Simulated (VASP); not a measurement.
Wanted: the native input for a VASP 6.6.1 run.

```
Task                   : single point
Functional             : PBE
Potentials or basis    : VASP PAW PBE potentials, release 64 (Ga_d, P, Lu)
Cutoff                 : 520 eV
k mesh                 : 8 × 8 × 6
Occupations            : fermi-dirac, width 0.02 eV
Spin                   : no spin polarisation
Dipole correction      : no
Further INCAR settings : ALGO = Normal; EDIFF = 1e-06; NBANDS = 32
```

The structure of LuGaP2 lies in POSCAR:

```
LuGaP2
1.0
    3.7697288726      0.0000000000      0.0000000000
    0.0000000000      3.7697288726      0.0000000000
    0.0000000000      0.0000000000      5.5387270018
Ga P Lu
1 2 1
Direct
    0.0000000000      0.0000000000      0.0000000000
    0.0000000000      0.0000000000      0.5000000000
    0.5000000000      0.5000000000      0.0000000000
    0.5000000000      0.5000000000      0.5000000000
```

One way to write it, as run:

INCAR

```
  PREC = Accurate
  ENCUT = 520
  EDIFF = 1E-6
  ISMEAR = -1
  SIGMA = 0.02
  LREAL = False
  LASPH = True
  NELM = 100
  ALGO = Normal
  ISIF = 2
  LWAVE = False
  LCHARG = False
  GGA = PE
  NBANDS = 32
```

KPOINTS

```
Automatic mesh
0
Gamma
  8 8 6
```

Potentials or basis: VASP PAW PBE potentials, release 64 (Ga_d, P, Lu).

Run with:

```console
$ cat potpaw_PBE.64/Ga_d/POTCAR potpaw_PBE.64/P/POTCAR potpaw_PBE.64/Lu/POTCAR > POTCAR
$ mpirun -np 1 vasp_std > vasp.out
```

It gave:

```json
{
  "Pressure": "1.4 GPa",
  "Band gap on the k mesh": "zero (bands 24 and 25 overlap by 1.78 eV)"
}
```

Caveat: spin-orbit coupling is left out, which moves the levels of the heavy elements.

Run time: 53 s on 1 thread of AMD EPYC 9R45 96-Core Processor (Zen 5), on a shared host, peak memory 0.27 GiB.
